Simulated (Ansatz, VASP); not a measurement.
**One calculation of In, two programs**

Contents of INCAR:

```
PREC = Accurate ; ENCUT = 520
EDIFF = 1E-7 ; ISMEAR = -1
SIGMA = 0.01 ; LREAL = False
LASPH = True ; NELM = 150
ALGO = Normal ; ISIF = 2
LWAVE = False ; LCHARG = False
ISPIN = 2 ; MAGMOM = 1
LORBIT = 11 ; GGA = RE
ISYM = 0 ; NBANDS = 16
```

File KPOINTS:

```
regular mesh
0
Gamma
  1 1 1
```

POSCAR

```
In
1.0
   14.0000000000      0.0000000000      0.0000000000
    0.0000000000     14.4000000000      0.0000000000
    0.0000000000      0.0000000000     14.8000000000
In
1
Direct
    0.5000000000      0.5000000000      0.5000000000
```

Input for Ansatz:

```yaml
crystal:
  lattice:
    - [14.0, 0.0, 0.0]
    - [0.0, 14.4, 0.0]
    - [0.0, 0.0, 14.8]
  atoms:
    - { symbol: In, position: [0.5, 0.5, 0.5], spin: 1.0 }
  symmetry: { detect: false, time_reversal: true }
hamiltonian:
  xc: revpbe
  pseudopotentials:
    kind: paw
    azcp:
      In: "pseudopotentials/In.paw.azcp"
basis:
  ecutwfc: 420
  fft_grid_basis: typed
kpoints:
  mp_grid: { grid: [1, 1, 1], shift: [0, 0, 0] }
magnetization:
  spin_polarized: true
scf:
  occupations: { method: fermi_dirac, width: 0.01 }
```

Alike in both runs: task single point; functional revPBE; k mesh 1 × 1 × 1; occupations fermi-dirac, width 0.01 eV; collinear spin.

|  | VASP | Ansatz |
| --- | --- | --- |
| version | VASP 6.6.1 | Ansatz 0.2.0 |
| potentials or method | VASP PAW PBE potentials, release 64 (In_d), cutoff 520 eV | plane waves (420 eV) with PAW, scalar-relativistic |
| valence electrons in the cell | 13 | 13 |

Ansatz gave:

| Item | Value |
| --- | --- |
| net moment per atom (μB) | 1.00 |
| size of the moment on the site where the two differ most (μB) | 1.00 |

Question: Which values does VASP return?

Answer: net moment per atom (μB): 1.00; size of the moment on the site where the two differ most (μB): 0.24.

VASP's potentials were made for PBE, not for revPBE. Site moments also hang on the region over which each program counts them. Ansatz's warnings: lower state not reached, negative dielectric reading, stability check not made.
